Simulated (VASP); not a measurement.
# As2F (Fd-3m) in VASP: a series of runs

The runs below take As2F through single point, relaxation of cell and atoms, with PBE.

All numbers are computed with VASP 6.6.1; they aren't measurements. Logs are shortened: lines on timing, memory, paths and dates and some standing lists are left out, and cuts for length are marked.

## (1) The cell of the first run

It takes space group Fd-3m (No. 227, cubic). The conventional cell has a = 7.497 Å, b = 7.497 Å, c = 7.497 Å, α = 90.00°, β = 90.00°, γ = 90.00°. As (site symmetry -3m) has 6 As at 2.65 Å and 6 F at 3.11 Å within 3.5 Å. F (site symmetry -43m) has 12 As at 3.11 Å and 4 F at 3.25 Å within 4.1 Å.

## (2) Single point, PBE

INCAR reads:

```
  PREC = Accurate
  ENCUT = 520
  EDIFF = 1E-6
  ISMEAR = 0
  SIGMA = 0.1
  LREAL = F
  LASPH = T
  NELM = 100
  ALGO = Normal
  ISIF = 2
  LWAVE = F
  LCHARG = F
  GGA = PE
  NBANDS = 26
```

KPOINTS reads:

```
Automatic mesh
0
Gamma
  4 4 4
```

POSCAR reads:

```
As2F
1.0
    0.0000000000      3.7483643428      3.7483643428
    3.7483643428      0.0000000000      3.7483643428
    3.7483643428      3.7483643428      0.0000000000
As F
4 2
Direct
    0.6250000000      0.6250000000      0.6250000000
    0.1250000000      0.6250000000      0.6250000000
    0.6250000000      0.6250000000      0.1250000000
    0.6250000000      0.1250000000      0.6250000000
    0.0000000000      0.0000000000      0.0000000000
    0.2500000000      0.2500000000      0.2500000000
```

Potentials or basis: VASP PAW PBE potentials, release 64 (As, F).

Command:

```bash
$ cat potpaw_PBE.64/As/POTCAR potpaw_PBE.64/F/POTCAR > POTCAR
$ mpirun -np 1 vasp_std > vasp.out
```

OUTCAR:

```text
PREC = Accurate
   ENCUT = 520
   EDIFF = 1E-6
   ISMEAR = 0
   LREAL = F
   LASPH = T
   NELM = 100
   ISIF = 2
   GGA = PE

 ion  position               nearest neighbor table
   1  0.625  0.625  0.625-   2 2.65   3 2.65   4 2.65   3 2.65   4 2.65   2 2.65
   2  0.125  0.625  0.625-   1 2.65   3 2.65   4 2.65   1 2.65   3 2.65   4 2.65
   3  0.625  0.625  0.125-   1 2.65   1 2.65   2 2.65   4 2.65   4 2.65   2 2.65
   4  0.625  0.125  0.625-   1 2.65   3 2.65   1 2.65   2 2.65   3 2.65   2 2.65
   5  0.000  0.000  0.000-
   6  0.250  0.250  0.250-

  LATTYP: Found a face centered cubic cell.
 ALAT       =     7.4967286856

  Lattice vectors:

 A1 = (   0.0000000000,   3.7483643428,   3.7483643428)
 A2 = (   3.7483643428,   0.0000000000,   3.7483643428)
 A3 = (   3.7483643428,   3.7483643428,   0.0000000000)

Analysis of symmetry for initial positions (statically):
=====================================================================
 Subroutine PRICEL returns:
 Original cell was already a primitive cell.

 Routine SETGRP: Setting up the symmetry group for a
 face centered cubic supercell.

 Subroutine GETGRP returns: Found 48 space group operations
 (whereof 24 operations were pure point group operations)
 out of a pool of 48 trial point group operations.

The static configuration has the point symmetry T_d .
 The point group associated with its full space group is O_h .

Analysis of symmetry for dynamics (positions and initial velocities):
=====================================================================
 Subroutine PRICEL returns:
 Original cell was already a primitive cell.

 Routine SETGRP: Setting up the symmetry group for a
 face centered cubic supercell.

 Subroutine GETGRP returns: Found 48 space group operations
 (whereof 24 operations were pure point group operations)
 out of a pool of 48 trial point group operations.

The dynamic configuration has the point symmetry T_d .
 The point group associated with its full space group is O_h .

 Subroutine INISYM returns: Found 48 space group operations
 (whereof 24 operations are pure point group operations),
 and found     1 'primitive' translations

----------------------------------------------------------------------------------------

                                     Primitive cell

  volume of cell :     105.3308

[... 78 lines left out ...]
   NELM   =    100;   NELMIN=  2; NELMDL= -5     # of ELM steps
   EDIFF  = 0.1E-05   stopping-criterion for ELM
   LREAL  =      F    real-space projection
   EDIFFG = 0.1E-04   stopping-criterion for IOM
   NSW    =      0    number of steps for IOM
   IBRION =     -1    ionic relax: 0-MD 1-quasi-New 2-CG
   NFREE  =      0    steps in history (QN), initial steepest desc. (CG)
   ISIF   =      2    stress and relaxation
   ISYM   =      2    0-nonsym 1-usesym 2-fastsym
   POTIM  = 0.5000    time-step for ionic-motion
   TEBEG  =    0.0;   TEEND  =   0.0 temperature during run
   PSTRESS=    0.0 pullay stress
   NELECT =      34.0000    total number of electrons
   NUPDOWN=      -1.0000    fix difference up-down
   EMIN   =  10.00;   EMAX   =-10.00  energy-range for DOS
   EFERMI =   0.00;   METHOD = LEGACY
   ISMEAR =     0;   SIGMA  =   0.10  broadening in eV -4-tet -1-fermi 0-gaus
   EFERMI_NEDOS =   21; number of points for ismear=-14 and -15
   IALGO  =     38    algorithm
   IMIX   =      4    mixing-type and parameters
     AMIX     =   0.40;   BMIX     =  1.00
     AMIX_MAG =   1.60;   BMIX_MAG =  1.00
  volume/ion in A,a.u.               =      17.56       118.47
  Fermi-wavevector in a.u.,A,eV,Ry     =   1.123008  2.122177 17.158932  1.261146
  Thomas-Fermi vector in A             =   2.259671
   LORBIT       =      0    0 simple, 1 ext, 2 COOP (PROOUT), +10 PAW based schemes
   GGA     = PE    functional components
   LHFCALC =     F    Hartree Fock is set to
   AEXX    =    0.0000 exact exchange contribution
   IVDW    =     0    specifies the selected vdW correction
   LEPSILON=     F    determine dielectric tensor
   LRPA    =     F    only Hartree local field effects (RPA)
 non-spin polarized calculation
 Gauss-broadening in eV      SIGMA  =   0.10
  energy-cutoff  :      520.00
  volume of cell :      105.33
 maximum number of plane-waves:      2874
   NGX = 19   NGY = 19   NGZ = 19

 number of electron      34.0000031 magnetization

 Free energy of the ion-electron system (eV)
  ---------------------------------------------------
  ext. energy  EPLUGINS =         0.00000000
  ---------------------------------------------------
  free energy    TOTEN  =       -22.87973363 eV

  energy without entropy =      -22.85178565  energy(sigma->0) =      -22.86575964

 E-fermi :   3.6667     XC(G=0):  -9.9730

 val. band max:        3.6195062048   @ k =   0.5000   0.2500   0.0000
 cond. band min:       3.6696788959   @ k =   0.5000   0.5000   0.0000
 fundamental gap:      0.0501726911
 Fermi energy:         3.6667480458

 k-point     1 :       0.0000    0.0000    0.0000
  band No.  band energies     occupation
      1     -17.0966      2.00000
      2     -16.9014      2.00000
      3     -11.2522      2.00000
      4      -5.3079      2.00000
      5      -5.3079      2.00000
      6      -5.3079      2.00000
[... 221 lines left out ...]
     25      12.5204      0.00000
     26      12.5204      0.00000

------------------------ aborting loop because EDIFF is reached ----------------------------------------

  FORCE on cell =-STRESS in cart. coord.  units (eV):
  Direction    XX          YY          ZZ          XY          YZ          ZX
  --------------------------------------------------------------------------------------
  -------------------------------------------------------------------------------------
  Total       -0.0531330     -0.0531330     -0.0531330      0.0000000      0.0000000      0.0000000
  in kB       -0.8082008     -0.8082008     -0.8082008      0.0000000      0.0000000      0.0000000
  external PRESSURE =      -0.8082008 kB  Pullay stress =       0.0000000 kB

 VOLUME and BASIS-vectors are now :
 -----------------------------------------------------------------------------
  energy-cutoff  :      520.00
  volume of cell :      105.33
      direct lattice vectors                 reciprocal lattice vectors
     0.000000000  3.748364343  3.748364343    -0.133391515  0.133391515  0.133391515
     3.748364343  0.000000000  3.748364343     0.133391515 -0.133391515  0.133391515
     3.748364343  3.748364343  0.000000000     0.133391515  0.133391515 -0.133391515

 POSITION                                       TOTAL-FORCE (eV/Angst)
 -----------------------------------------------------------------------------------
      4.68546      4.68546      4.68546        -0.000000      0.000000     -0.000000
      4.68546      2.81127      2.81127        -0.000000     -0.000000     -0.000000
      2.81127      2.81127      4.68546        -0.000000     -0.000000     -0.000000
      2.81127      4.68546      2.81127        -0.000000     -0.000000     -0.000000
      0.00000      0.00000      0.00000        -0.000000     -0.000000     -0.000000
      1.87418      1.87418      1.87418         0.000000      0.000000      0.000000
 -----------------------------------------------------------------------------------
    total drift:                               -0.000000     -0.000000      0.000000

  FREE ENERGIE OF THE ION-ELECTRON SYSTEM (eV)
  ---------------------------------------------------
  free  energy   TOTEN  =       -22.8797336260 eV

  energy  without entropy=      -22.8517856480  energy(sigma->0) =      -22.86575964
```

OSZICAR:

```text
N       E                     dE             d eps       ncg     rms          rms(c)
DAV:   1     0.156073600637E+03    0.15607E+03   -0.15217E+04   416   0.115E+03
DAV:   2    -0.166733160395E+02   -0.17275E+03   -0.16239E+03   528   0.220E+02
DAV:   3    -0.266012531325E+02   -0.99279E+01   -0.98282E+01   488   0.544E+01
DAV:   4    -0.266772191054E+02   -0.75966E-01   -0.75800E-01   512   0.505E+00
DAV:   5    -0.266778539084E+02   -0.63480E-03   -0.63471E-03   498   0.467E-01    0.105E+01
DAV:   6    -0.231653677085E+02    0.35125E+01   -0.14846E+01   444   0.261E+01    0.572E+00
DAV:   7    -0.229836454145E+02    0.18172E+00   -0.16550E+00   448   0.846E+00    0.237E+00
DAV:   8    -0.229614577348E+02    0.22188E-01   -0.37260E-01   472   0.506E+00    0.184E+00
DAV:   9    -0.228797706786E+02    0.81687E-01   -0.13980E-01   488   0.321E+00    0.409E-01
DAV:  10    -0.228799422969E+02   -0.17162E-03   -0.21250E-02   464   0.965E-01    0.135E-01
DAV:  11    -0.228797808892E+02    0.16141E-03   -0.18902E-03   462   0.261E-01    0.865E-02
DAV:  12    -0.228797845563E+02   -0.36671E-05   -0.10814E-03   462   0.209E-01    0.628E-02
DAV:  13    -0.228797404539E+02    0.44102E-04   -0.29460E-04   488   0.120E-01    0.182E-02
DAV:  14    -0.228797350861E+02    0.53678E-05   -0.35117E-05   510   0.460E-02    0.103E-02
DAV:  15    -0.228797338485E+02    0.12376E-05   -0.32175E-06   412   0.124E-02    0.469E-03
DAV:  16    -0.228797336260E+02    0.22245E-06   -0.11443E-06   256   0.669E-03
   1 F= -.22879734E+02 E0= -.22865760E+02  d E =-.279480E-01
```

It took 20 s on 1 thread of Intel Xeon 6975P-C (Granite Rapids), shared host; peak memory 0.22 GiB.

Results:

| Quantity | Value |
| --- | --- |
| Free energy | -22.8797 eV |
| Pressure | -0.1 GPa |
| Band gap on the k mesh | zero (bands 17 and 18 overlap by 1.62 eV) |

Caveat: the k points lie up to 0.36 Å⁻¹ apart, too coarse for converged energies and pressures of a metal.

## (3) Single point, PBE

This run uses another cell than the first one, of 17.41 Å³/atom.

INCAR reads:

```
PREC = Accurate ; ENCUT = 520
EDIFF = 1E-7 ; ISMEAR = 0
SIGMA = 0.1 ; LREAL = F
LASPH = T ; NELM = 80
ALGO = Normal ; ISIF = 2
LWAVE = F ; LCHARG = F
GGA = PE ; NBANDS = 26
```

KPOINTS reads:

```
regular mesh
0
Gamma
  10 10 10
```

POSCAR, as its differences from that of step 2:

```diff
@@ -2,5 +2,5 @@
 1.0
-    0.0000000000      3.7483643428      3.7483643428
-    3.7483643428      0.0000000000      3.7483643428
-    3.7483643428      3.7483643428      0.0000000000
+    0.0000000000      3.7377153311      3.7377153311
+    3.7377153311      0.0000000000      3.7377153311
+    3.7377153311      3.7377153311      0.0000000000
 As F
```

Potentials or basis: VASP PAW PBE potentials, release 64 (As, F).

Command:

```bash
$ cat potpaw_PBE.64/As/POTCAR potpaw_PBE.64/F/POTCAR > POTCAR
$ mpirun -np 1 vasp_std > vasp.out
```

Run time: 80 s. Hardware: 1 thread of Intel Xeon 6975P-C (Granite Rapids), shared host; peak memory 0.28 GiB.

Results (log left out):

- Free energy: -23.2732 eV
- Pressure: 0.0 GPa
- Band gap on the k mesh: zero (bands 17 and 18 overlap by 1.69 eV)

Levels at points of the mesh, in eV from the Fermi level:
```
           k point  band 13  band 14  band 15  band 16  band 17  band 18  band 19  band 20  band 21  band 22
(0.00, 0.00, 0.00)    -2.30    -1.80    -1.80    -1.01    -1.01    -1.01     4.90     5.80     5.80     5.80
(0.50, 0.00, 0.00)    -1.59    -1.28    -1.28     0.00     0.65     0.72     0.72     0.99     0.99     5.92
(0.50, 0.50, 0.00)    -1.73    -1.73    -0.06    -0.06     0.43     0.43     0.67     0.67     1.22     1.22
```

## (4) Relaxation of cell and atoms, PBE

INCAR reads:

```
SYSTEM = As2F
PREC = Accurate ; ENCUT = 600
EDIFF = 1E-6 ; ISMEAR = 0
SIGMA = 0.1 ; LREAL = .False.
LASPH = .True. ; NELM = 60
ALGO = Normal ; ISIF = 3
LWAVE = .False. ; LCHARG = .False.
GGA = PE ; IBRION = 2
NSW = 100 ; EDIFFG = -0.01
```

KPOINTS reads:

```
Automatic mesh
0
Gamma
  10 10 10
  0 0 0
```

POSCAR, as its differences from that of step 3:

```diff
@@ -2,5 +2,5 @@
 1.0
-    0.0000000000      3.7377153311      3.7377153311
-    3.7377153311      0.0000000000      3.7377153311
-    3.7377153311      3.7377153311      0.0000000000
+    0.0000000000      3.7483643428      3.7483643428
+    3.7483643428      0.0000000000      3.7483643428
+    3.7483643428      3.7483643428      0.0000000000
 As F
```

Potentials or basis: VASP PAW PBE potentials, release 64 (As, F).

Command:

```bash
$ cat potpaw_PBE.64/As/POTCAR potpaw_PBE.64/F/POTCAR > POTCAR
$ mpirun -np 1 vasp_std > vasp.out
```

OUTCAR:

```text
SYSTEM = As2F
   PREC = Accurate
   ENCUT = 600
   EDIFF = 1E-6
   ISMEAR = 0
   LREAL = .False.
   LASPH = .True.
   NELM = 60
   ISIF = 3
   GGA = PE
   IBRION = 2
   NSW = 100
   EDIFFG = -0.01

 ion  position               nearest neighbor table
   1  0.625  0.625  0.625-   2 2.65   3 2.65   4 2.65   3 2.65   4 2.65   2 2.65
   2  0.125  0.625  0.625-   1 2.65   3 2.65   4 2.65   1 2.65   3 2.65   4 2.65
   3  0.625  0.625  0.125-   1 2.65   1 2.65   2 2.65   4 2.65   4 2.65   2 2.65
   4  0.625  0.125  0.625-   1 2.65   3 2.65   1 2.65   2 2.65   3 2.65   2 2.65
[... 1423 lines left out ...]
  Total        0.0500710      0.0500710      0.0500710      0.0000000      0.0000000     -0.0000000
  in kB        0.7691351      0.7691351      0.7691351      0.0000000      0.0000000     -0.0000000
  external PRESSURE =       0.7691351 kB  Pullay stress =       0.0000000 kB

 VOLUME and BASIS-vectors are now :
 -----------------------------------------------------------------------------
  energy-cutoff  :      600.00
  volume of cell :      104.30
      direct lattice vectors                 reciprocal lattice vectors
    -0.000000000  3.736125000  3.736125000    -0.133828499  0.133828499  0.133828499
     3.736125000  0.000000000  3.736125000     0.133828499 -0.133828499  0.133828499
     3.736125000  3.736125000  0.000000000     0.133828499  0.133828499 -0.133828499

 POSITION                                       TOTAL-FORCE (eV/Angst)
 -----------------------------------------------------------------------------------
      4.67016      4.67016      4.67016        -0.000000      0.000000      0.000000
      4.67016      2.80209      2.80209        -0.000000      0.000000      0.000000
      2.80209      2.80209      4.67016        -0.000000      0.000000      0.000000
      2.80209      4.67016      2.80209        -0.000000      0.000000      0.000000
      7.47225      3.73613      3.73613         0.000000      0.000000      0.000000
      1.86806      1.86806      1.86806         0.000000     -0.000000     -0.000000
 -----------------------------------------------------------------------------------
    total drift:                                0.000000     -0.000000      0.000000

  FREE ENERGIE OF THE ION-ELECTRON SYSTEM (eV)
  ---------------------------------------------------
  free  energy   TOTEN  =       -23.2770953636 eV

  energy  without entropy=      -23.2610099095  energy(sigma->0) =      -23.26905264

 reached required accuracy - stopping structural energy minimisation
```

Wall time 1.9 min (1 thread of Intel Xeon 6975P-C (Granite Rapids), shared host); peak memory 0.31 GiB.

What came out:

```
Free energy                           : -23.2771 eV
Relaxed volume                        : 17.38 Å³/atom
Relaxed cell                          : a = 5.284 Å, b = 5.284 Å, c = 5.284 Å, α = 60.00°, β = 60.00°, γ = 60.00°
Space group after relaxing (to 0.1 Å) : Fd-3m (No. 227)
Energy gained by relaxing             : 0.3 meV/atom
Ionic steps                           : 2
Pressure after relaxing               : 0.1 GPa
Band gap on the k mesh                : zero (bands 17 and 18 overlap by 1.70 eV)
```

The path:
```
step  energy change (eV)  largest force (eV/Å)  pressure (GPa)  volume (Å³)
   1              0.0000                0.0000           -0.62       105.33
   2             -0.0018                0.0000            0.08       104.30
```

Final structure:
```
As F
1.0
     0.00000    3.73612    3.73612
     3.73612    0.00000    3.73612
     3.73612    3.73612    0.00000
As F
4 2
Cartesian
  4.6702 4.6702 4.6702
  4.6702 2.8021 2.8021
  2.8021 2.8021 4.6702
  2.8021 4.6702 2.8021
  7.4722 3.7361 3.7361
  1.8681 1.8681 1.8681
```

Levels at points of the mesh, in eV from the Fermi level:
| k point | band 13 | band 14 | band 15 | band 16 | band 17 | band 18 | band 19 | band 20 | band 21 |
| --- | --- | --- | --- | --- | --- | --- | --- | --- | --- |
| (0.00, 0.00, 0.00) | -2.30 | -1.81 | -1.81 | -1.01 | -1.01 | -1.01 | 4.89 | 5.81 | 5.81 |
| (0.50, 0.00, 0.00) | -1.59 | -1.29 | -1.29 | 0.00 | 0.66 | 0.72 | 0.72 | 1.00 | 1.00 |
| (0.50, 0.50, 0.00) | -1.73 | -1.73 | -0.06 | -0.06 | 0.43 | 0.43 | 0.67 | 0.67 | 1.22 |

## (5) Summary

| task | cell | k mesh | cutoff (eV) | gap on the mesh (eV) | pressure (GPa) |
| --- | --- | --- | --- | --- | --- |
| single point | a = 5.301 Å, angles 60.0°, 6 atoms | 4 × 4 × 4 | 520 | none | -0.1 |
| single point | a = 5.286 Å, angles 60.0°, 6 atoms | 10 × 10 × 10 | 520 | none | 0.0 |
| relaxation of cell and atoms | relaxed from a = 5.301 Å, angles 60.0°, 6 atoms | 10 × 10 × 10 | 600 | none | 0.1 |

Alike in all rows: level PBE; potentials or basis VASP PAW PBE potentials, release 64 (As, F); no spin polarisation; smearing gaussian 0.1 eV.

Caveats: some runs use coarse meshes.

Total energies depend on the potentials used, so only differences within one code and one set of settings carry meaning.

The gap in the log of VASP goes by the Fermi energy; the results here count the filled bands.